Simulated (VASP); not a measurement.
A run of VASP 6.6.1 is set up as follows.

INCAR

```
PREC = Accurate
ENCUT = 520
EDIFF = 1E-6
ISMEAR = 0
SIGMA = 0.01
LREAL = F
LASPH = T
NELM = 100
ALGO = Normal
ISIF = 2
LWAVE = F
LCHARG = F
GGA = PE
NBANDS = 28
```

The input KPOINTS:

```
Automatic mesh
0
Gamma
  5 5 5
```

The input POSCAR:

```
BaZrO3
1.0
    4.0466942773      0.0000000000      0.0000000000
    0.0000000000      4.0466942773      0.0000000000
    0.0000000000      0.0000000000      4.0466942773
Ba Zr O
1 1 3
Direct
    0.0000000000      0.0000000000      0.0000000000
    0.5000000000      0.5000000000      0.5000000000
    0.0000000000      0.5000000000      0.5000000000
    0.5000000000      0.0000000000      0.5000000000
    0.5000000000      0.5000000000      0.0000000000
```

Potentials or basis: VASP PAW PBE potentials, release 64 (Ba_sv, Zr_sv, O).

The run is started by

```bash
$ cat potpaw_PBE.64/Ba_sv/POTCAR potpaw_PBE.64/Zr_sv/POTCAR potpaw_PBE.64/O/POTCAR > POTCAR
$ mpirun -np 1 vasp_std > vasp.out
```

(1) Predict the pressure.

(2) Predict the band gap on the k mesh.

Results:

(1) 27.8 GPa.

(2) 3.46 eV, direct.

Caveat: spin-orbit coupling is left out, which moves the levels of the heavy elements.
